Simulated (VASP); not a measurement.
NiO, 2 atoms in the cell. The structure is cubic, space group Fm-3m (No. 225). The conventional cell has a = 4.235 Å, b = 4.235 Å, c = 4.235 Å, α = 90.00°, β = 90.00°, γ = 90.00°. Ni (site symmetry m-3m) has 6 O at 2.12 Å within 2.8 Å. Within 2.8 Å of O (site symmetry m-3m) lie 6 Ni at 2.12 Å. 

- Program: VASP 6.6.1
- Task: single point
- Functional: revPBE
- Dispersion: D4
- Potentials or basis: VASP PAW PBE potentials, release 64 (Ni, O)
- Cutoff: 600 eV
- k mesh: 10 × 10 × 10
- Occupations: gaussian, width 0.05 eV
- Spin: collinear spin, ferromagnetic start
- Starting moments: [1.91, 0.21] μB
- Hubbard terms: Ni d U = 6.2 eV
- Dipole correction: no
- Further INCAR settings: ALGO = Normal; EDIFF = 1e-06; NBANDS = 19

Potentials or basis: VASP PAW PBE potentials, release 64 (Ni, O).

Command:

```sh
$ cat potpaw_PBE.64/Ni/POTCAR potpaw_PBE.64/O/POTCAR > POTCAR
$ mpirun -np 1 vasp_std > vasp.out
```

Hardware: 1 thread of AMD EPYC 9R45 (Zen 5), on a shared host.

Task: How long does it take, and how much memory?

Result: It took 49 s on 1 thread of AMD EPYC 9R45 (Zen 5), on a shared host, peak memory 0.13 GiB. Counts: scf iterations 15, k points 47.
